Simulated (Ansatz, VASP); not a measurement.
Ta5W: VASP beside Ansatz

```
CELL_PARAMETERS angstrom
2.87786 0.00000 0.00000
0.00000 4.06991 0.00000
0.00000 0.00000 8.63358
ATOMIC_POSITIONS crystal
Ta 0.00000 0.00000 0.83333
Ta 0.50000 0.50000 0.00000
Ta 0.00000 0.00000 0.16667
Ta 0.50000 0.50000 0.33333
Ta 0.50000 0.50000 0.66667
W 0.00000 0.00000 0.50000
```

Alike in both runs: task single point; functional PBE; k mesh 6 × 4 × 2; occupations gaussian, width 0.1 eV; no spin polarisation.

|  | VASP | Ansatz |
| --- | --- | --- |
| version | VASP 6.6.1 | Ansatz 0.2.0 |
| potentials or method | VASP PAW PBE potentials, release 64 (Ta_pv, W_sv), cutoff 520 eV | scalar-relativistic, plane waves, PAW |
| valence electrons in the cell | 69 | 79 |

|  | VASP | Ansatz | Ansatz less VASP |
| --- | --- | --- | --- |
| gap on the k mesh at the Fermi level (eV) | none | none | - |
| pressure (GPa) | 20.8 | 20.5 | -0.23 |
| traceless stress, the component that is largest in VASP (GPa) | 1.26 | 1.27 | +0.004 |
| rms of the force components (eV/Å) | 0.189 | 0.191 | +0.0020 |

Atom by atom the forces differ by 0.002 eV/Å (rms over components). A gap of «none» marks a metal or a gap that the smearing closes. With one functional, cell and mesh, what is left measures potentials, basis and numerics. VASP's potentials hold 69 valence electrons a cell and Ansatz's 79, so a difference there can come from the potentials and not from the codes.

The k mesh is coarse, so the values compare programs but aren't converged. Spin-orbit coupling is off throughout.
